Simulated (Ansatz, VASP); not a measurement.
**Na3AlO3 in VASP and in Ansatz**

```
CELL_PARAMETERS angstrom
1.72633 -0.31163 -5.30873
5.77960 -0.72848 -0.37190
3.68227 -6.99757 -0.35479
ATOMIC_POSITIONS crystal
Na 0.49049 0.21014 0.55347
Na 0.50950 0.78986 0.44653
Na 0.47111 0.33312 0.90994
Na 0.52889 0.66688 0.09006
Na 0.99448 0.35151 0.35671
Na 0.00553 0.64849 0.64329
Al 0.98934 0.96408 0.17843
Al 0.01067 0.03593 0.82156
O 0.23120 0.67507 0.35215
O 0.74214 0.14836 0.28243
O 0.85442 0.83091 0.07086
O 0.25786 0.85164 0.71757
O 0.76880 0.32493 0.64785
O 0.14559 0.16909 0.92914
```

Change from the starting cell: cell x1, atoms moved at random (sigma 0.1 Å) and cell strained at random (1.5 %), then relaxed without symmetry.

Alike in both runs: functional PBE; k mesh 4 × 4 × 4; occupations gaussian, width 0.1 eV; no spin polarisation.

Ansatz relaxed the structure, and its values are those at the end. VASP's run is a single point on that final structure, the one shown.

|  | VASP | Ansatz |
| --- | --- | --- |
| version | VASP 6.6.1 | Ansatz 0.2.0 |
| potentials or method | VASP PAW PBE potentials, release 64 (Na_pv, Al, O), cutoff 520 eV | scalar-relativistic, plane waves, PAW |
| valence electrons in the cell | 84 | 96 |

```csv
,VASP,Ansatz,Ansatz less VASP
gap on the k mesh at the Fermi level (eV),2.36,2.37,+0.010
least direct gap on the mesh (eV),2.51,2.52,+0.011
pressure (GPa),0.1,0.0,-0.07
rms of the force components (eV/Å),0.007,0.006,-0.0012
```

With one functional, cell and mesh, what is left measures potentials, basis and numerics. VASP's potentials hold 84 valence electrons a cell and Ansatz's 96, so a difference there can come from the potentials and not from the codes.
